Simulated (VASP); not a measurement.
# AlN (Fm-3m) in VASP: a series of runs

Runs on AlN. Level: PBEsol. Tasks: vibrations by perturbation theory, dielectric tensor.

Everything below comes from runs of VASP 6.6.1. Logs are shortened: lines on timing, memory, paths and dates and some standing lists are left out, and cuts for length are marked.

**1. The cell of the first run**

The structure is cubic, space group Fm-3m (No. 225). The conventional cell has a = 4.069 Å, b = 4.069 Å, c = 4.069 Å, α = 90.00°, β = 90.00°, γ = 90.00°. Al (site symmetry m-3m) has 6 N at 2.03 Å within 2.7 Å. Within 2.7 Å of N (site symmetry m-3m) lie 6 Al at 2.03 Å.

**2. Vibrations by perturbation theory, PBEsol**

The input, INCAR:

```
PREC     = Accurate       # precision mode
ENCUT    = 520            # plane-wave cutoff, eV
EDIFF    = 1E-8           # SCF threshold, eV
ISMEAR   = 0              # smearing method
SIGMA    = 0.01           # smearing width, eV
LREAL    = F              # projectors in reciprocal space
LASPH    = T              # aspherical terms in the spheres
NELM     = 60             # most SCF steps
ALGO     = Normal         # electronic algorithm
ISIF     = 2              # what is computed and relaxed
LWAVE    = F              # write WAVECAR
LCHARG   = F              # write CHGCAR
GGA      = PS             # functional
NBANDS   = 11             # bands
IBRION   = 8              # ionic algorithm
NSW      = 1              # ionic steps
LEPSILON = T              # dielectric tensor by DFPT
```

The input, KPOINTS:

```
regular mesh
0
Gamma
  8 8 8
```

The input, POSCAR:

```
AlN
1.0
    0.0000000000      2.0345180000      2.0345180000
    2.0345180000      0.0000000000      2.0345180000
    2.0345180000      2.0345180000      0.0000000000
Al N
1 1
Direct
    0.5000000000      0.5000000000      0.5000000000
    0.0000000000      0.0000000000      0.0000000000
```

Potentials or basis: VASP PAW PBE potentials, release 64 (Al, N).

The run is started by

```sh
cat potpaw_PBE.64/Al/POTCAR potpaw_PBE.64/N/POTCAR > POTCAR
mpirun -np 1 vasp_std > vasp.out
```

OUTCAR:

```text
PREC = Accurate
   ENCUT = 520
   EDIFF = 1E-8
   ISMEAR = 0
   LREAL = F
   LASPH = T
   NELM = 60
   ISIF = 2
   GGA = PS
   IBRION = 8
   NSW = 1
   LEPSILON = T

 ion  position               nearest neighbor table
   1  0.500  0.500  0.500-   2 2.03   2 2.03   2 2.03   2 2.03   2 2.03   2 2.03
   2  0.000  0.000  0.000-   1 2.03   1 2.03   1 2.03   1 2.03   1 2.03   1 2.03

  LATTYP: Found a face centered cubic cell.
 ALAT       =     4.0690360000

  Lattice vectors:

 A1 = (   0.0000000000,   2.0345180000,   2.0345180000)
 A2 = (   2.0345180000,   0.0000000000,   2.0345180000)
 A3 = (   2.0345180000,   2.0345180000,   0.0000000000)

Analysis of symmetry for initial positions (statically):
=====================================================================
 Subroutine PRICEL returns:
 Original cell was already a primitive cell.

 Routine SETGRP: Setting up the symmetry group for a
 face centered cubic supercell.

 Subroutine GETGRP returns: Found 48 space group operations
 (whereof 48 operations were pure point group operations)
 out of a pool of 48 trial point group operations.

The static configuration has the point symmetry O_h .

Analysis of symmetry for dynamics (positions and initial velocities):
=====================================================================
 Subroutine PRICEL returns:
 Original cell was already a primitive cell.

 Routine SETGRP: Setting up the symmetry group for a
 face centered cubic supercell.

 Subroutine GETGRP returns: Found 48 space group operations
 (whereof 48 operations were pure point group operations)
 out of a pool of 48 trial point group operations.

The dynamic configuration has the point symmetry O_h .

 Subroutine INISYM returns: Found 48 space group operations
 (whereof 48 operations are pure point group operations),
 and found     1 'primitive' translations

----------------------------------------------------------------------------------------

                                     Primitive cell

  volume of cell :      16.8428

  direct lattice vectors                    reciprocal lattice vectors
     0.000000000  2.034518000  2.034518000    -0.245758455  0.245758455  0.245758455
     2.034518000  0.000000000  2.034518000     0.245758455 -0.245758455  0.245758455
     2.034518000  2.034518000  0.000000000     0.245758455  0.245758455 -0.245758455

  length of vectors
     2.877242948  2.877242948  2.877242948     0.425666130  0.425666130  0.425666130

  position of ions in fractional coordinates (direct lattice)
     0.500000000  0.500000000  0.500000000
     0.000000000  0.000000000  0.000000000

  ion indices of the primitive-cell ions
   primitive index   ion index
                 1           1
                 2           2

----------------------------------------------------------------------------------------

 KPOINTS: regular mesh

Automatic generation of k-mesh.
 Grid dimensions read from file:
 generate k-points for:    8    8    8

 Generating k-lattice:

  Cartesian coordinates                     Fractional coordinates (reciprocal lattice)
    -0.030719807  0.030719807  0.030719807     0.125000000  0.000000000  0.000000000
     0.030719807 -0.030719807  0.030719807     0.000000000  0.125000000  0.000000000
     0.030719807  0.030719807 -0.030719807     0.000000000  0.000000000  0.125000000

  Length of vectors
     0.053208266  0.053208266  0.053208266

  Shift w.r.t. Gamma in fractional coordinates (k-lattice)
     0.000000000  0.000000000  0.000000000

 Subroutine IBZKPT returns following result:
[... 452 lines left out ...]
     2.034518000  2.034518000  0.000000000     0.245758455  0.245758455 -0.245758455

 POSITION                                       TOTAL-FORCE (eV/Angst)
 -----------------------------------------------------------------------------------
      2.03452      2.03452      2.03452        -0.000000     -0.000000      0.000000
      0.00000      0.00000      0.00000         0.000000      0.000000     -0.000000
 -----------------------------------------------------------------------------------
    total drift:                                0.000000     -0.000000     -0.000000

  FREE ENERGIE OF THE ION-ELECTRON SYSTEM (eV)
  ---------------------------------------------------
  free  energy   TOTEN  =       -15.4443836289 eV

  energy  without entropy=      -15.4443836289  energy(sigma->0) =      -15.44438363

 HEAD OF MICROSCOPIC STATIC DIELECTRIC TENSOR (INDEPENDENT PARTICLE, excluding Hartree and local field effects)
 ------------------------------------------------------
           5.447527    -0.000000     0.000000
           0.000000     5.447527    -0.000000
          -0.000000     0.000000     5.447527
 ------------------------------------------------------

 Free energy of the ion-electron system (eV)
  ---------------------------------------------------
  ---------------------------------------------------
  free energy    TOTEN  =        -0.21280194 eV

  energy without entropy =       -0.21280194

------------------------ aborting loop because EDIFF is reached ----------------------------------------

--------------------------------------- Ionic step        2  -------------------------------------------

------------------------ aborting loop because EDIFF is reached ----------------------------------------

--------------------------------------- Ionic step        3  -------------------------------------------

------------------------ aborting loop because EDIFF is reached ----------------------------------------

 PIEZOELECTRIC TENSOR FIELD DIRECTION 3  (e Angst)
 -----------------------------------------------------------------------------
     0.00022  0.00000 -0.00000           ( -0.00001  0.00000 -0.00000)
     0.00000  0.00022  0.00000           (  0.00000 -0.00001  0.00000)
    -0.00000 -0.00000 -0.00073           ( -0.00000  0.00000 -0.00001)

 PIEZOELECTRIC TENSOR FIELD DIRECTION 3  (C/m^2)
 -----------------------------------------------------------------------------
     0.00021  0.00000 -0.00000
     0.00000  0.00021  0.00000
    -0.00000 -0.00000 -0.00070

--------------------------------------- Ionic step        4  -------------------------------------------

------------------------ aborting loop because EDIFF is reached ----------------------------------------

[... ionic steps 5 to 6 ...]

--------------------------------------- Ionic step        7  -------------------------------------------

 Free energy of the ion-electron system (eV)
  ---------------------------------------------------
  ---------------------------------------------------
  free energy    TOTEN  =        -0.23512606 eV

  energy without entropy =       -0.23512606

------------------------ aborting loop because EDIFF is reached ----------------------------------------

 INTERNAL STRAIN TENSOR  FOR ION    2  DIRECTION 1   (eV/Angst):
 -----------------------------------------------------------------------------
    -0.02352 -0.00000  0.00000
     0.00000  0.01506  0.00000
    -0.00000  0.00000  0.01506

 MACROSCOPIC STATIC DIELECTRIC TENSOR (including local field effects in DFT)
 ------------------------------------------------------
           5.256104    -0.000000    -0.000000
          -0.000000     5.256104    -0.000000
           0.000000     0.000000     5.256104
 ------------------------------------------------------

 PIEZOELECTRIC TENSOR (including local field effects)  for field in x, y, z        (e  Angst)
          XX          YY          ZZ          XY          YZ          ZX
  --------------------------------------------------------------------------------
  x     0.00000     0.00000     0.00000     0.00000     0.00000     0.00000
  y     0.00000     0.00000     0.00000     0.00000     0.00000     0.00000
  z     0.00000     0.00000     0.00000     0.00000     0.00000     0.00000

 PIEZOELECTRIC TENSOR (including local field effects)  for field in x, y, z        (C/m^2)
          XX          YY          ZZ          XY          YZ          ZX
  --------------------------------------------------------------------------------
  x     0.00000     0.00000     0.00000     0.00000     0.00000     0.00000
  y     0.00000     0.00000     0.00000     0.00000     0.00000     0.00000
  z     0.00000     0.00000     0.00000     0.00000     0.00000     0.00000

 BORN EFFECTIVE CHARGES (including local field effects) (in |e|, cummulative output)
 ---------------------------------------------------------------------------------
 ion    1
    1     2.97514    -0.00000    -0.00000
    2    -0.00000     2.97514    -0.00000
    3    -0.00000     0.00000     2.97514
 ion    2
    1    -2.97514     0.00000     0.00000
    2     0.00000    -2.97514     0.00000
    3     0.00000    -0.00000    -2.97514

 INTERNAL STRAIN TENSOR FOR ION    2 for displacements in x,y,z  (eV/Angst):
          X           Y           Z          XY          YZ          ZX
  --------------------------------------------------------------------------------
  x     0.00000     0.00000     0.00000     0.00000     0.00000     0.00000
  y     0.00000     0.00000     0.00000     0.00000     0.00000     0.00000
  z     0.00000     0.00000     0.00000     0.00000     0.00000     0.00000

 SECOND DERIVATIVES (NOT SYMMETRIZED)
 ------------------------------------
               1X          1Y          1Z          2X          2Y          2Z
  1X    -6.669696    0.000000    0.000000    6.669696    0.000000    0.000000
  1Y     0.000000   -6.669696    0.000000    0.000000    6.669696    0.000000
  1Z     0.000000    0.000000   -6.669696    0.000000    0.000000    6.669696
  2X     6.668376    0.000000    0.000000   -6.668376    0.000000    0.000000
  2Y     0.000000    6.668376    0.000000    0.000000   -6.668376    0.000000
  2Z     0.000000    0.000000    6.668376    0.000000    0.000000   -6.668376

 Eigenvectors and eigenvalues of the dynamical matrix
 ----------------------------------------------------

   1 f  =   13.297300 THz    83.549402 2PiTHz  443.550194 cm-1    54.993191 meV
             X         Y         Z           dx          dy          dz
      2.034518  2.034518  2.034518     0.008122   -0.189123   -0.553036
      0.000000  0.000000  0.000000    -0.011274    0.262513    0.767644
[... 21 lines left out ...]
   6 f/i=    0.000624 THz     0.003922 2PiTHz    0.020823 cm-1     0.002582 meV
             X         Y         Z           dx          dy          dz
      2.034518  2.034518  2.034518     0.664134   -0.338602    0.320302
      0.000000  0.000000  0.000000     0.478464   -0.243940    0.230756

--------------------------------------------------------------------------------------------------------

 MACROSCOPIC STATIC DIELECTRIC TENSOR IONIC CONTRIBUTION
 ------------------------------------------------------
          14.259427    -0.000000    -0.000000
          -0.000000    14.259427    -0.000000
          -0.000000    -0.000000    14.259427
 ------------------------------------------------------

 ELASTIC MODULI CONTR FROM IONIC RELAXATION (kBar)
 Direction    XX          YY          ZZ          XY          YZ          ZX
 --------------------------------------------------------------------------------
 XX           0.0000      0.0000      0.0000      0.0000      0.0000      0.0000
 YY           0.0000      0.0000      0.0000      0.0000      0.0000      0.0000
 ZZ           0.0000      0.0000      0.0000      0.0000      0.0000      0.0000
 XY           0.0000      0.0000      0.0000      0.0000      0.0000      0.0000
 YZ           0.0000      0.0000      0.0000      0.0000      0.0000      0.0000
 ZX           0.0000      0.0000      0.0000      0.0000      0.0000      0.0000
 --------------------------------------------------------------------------------

 PIEZOELECTRIC TENSOR IONIC CONTR  for field in x, y, z        (C/m^2)
          XX          YY          ZZ          XY          YZ          ZX
  --------------------------------------------------------------------------------
  x     0.00000     0.00000     0.00000     0.00000     0.00000     0.00000
  y     0.00000     0.00000     0.00000     0.00000     0.00000     0.00000
  z     0.00000     0.00000     0.00000     0.00000     0.00000     0.00000
```

It took 46 s on 1 thread of Intel Xeon Platinum 8488C (Sapphire Rapids), shared host; peak memory 0.16 GiB.

Results:

| Quantity | Value |
| --- | --- |
| Electronic dielectric tensor (diagonal) | 5.26 |
| Born charges (mean of the diagonal) | Al +2.98; N -2.98 e |
| Highest phonon frequency at Γ, LO-TO splitting left out | 444 cm⁻¹ |

Phonon frequencies in cm⁻¹ (negative: imaginary):
```tsv
q point	frequencies
(0.000, 0.000, 0.000)	0 0 0 444 444 444
```

Electronic dielectric tensor:
```
5.26 0.00 0.00
0.00 5.26 0.00
0.00 0.00 5.26
```

Born effective charge tensors (e):
atom 1, Al
```
2.98 0.00 0.00
0.00 2.98 0.00
0.00 0.00 2.98
```
atom 2, N
```
-2.98  0.00  0.00
 0.00 -2.98  0.00
 0.00  0.00 -2.98
```

Caveat: the cell wasn't relaxed at this level first, which shifts response properties.

(Part 1 of 2 ends here.)
